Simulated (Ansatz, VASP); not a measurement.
Ba3SiS in VASP and in Ansatz

```
CELL_PARAMETERS angstrom
5.50659 0.00000 0.00000
0.00000 5.50659 0.00000
0.00000 0.00000 5.50659
ATOMIC_POSITIONS crystal
Ba 0.50000 0.00000 0.50000
Ba 0.00000 0.50000 0.50000
Ba 0.50000 0.50000 0.00000
Si 0.50000 0.50000 0.50000
S 0.00000 0.00000 0.00000
```

Change from the starting cell: species swapped into the Ba3PbO type (Pm-3m, No. 221).

Alike in both runs: task single point; functional PBE; k mesh 4 × 4 × 4; occupations gaussian, width 0.1 eV; no spin polarisation.

```csv
,VASP,Ansatz
version,VASP 6.6.1,Ansatz 0.2.0
potentials or method,"VASP PAW PBE potentials, release 64 (Ba_sv, Si, S), cutoff 520 eV","scalar-relativistic, plane waves, PAW"
valence electrons in the cell,40,40
```

|  | VASP | Ansatz | Ansatz less VASP |
| --- | --- | --- | --- |
| gap on the k mesh at the Fermi level (eV) | none | none | - |
| pressure (GPa) | 11.2 | 10.4 | -0.80 |

A gap of «none» marks a metal or a gap that the smearing closes. With one functional, cell and mesh, what is left measures potentials, basis and numerics.

Neither program's run includes spin-orbit coupling.
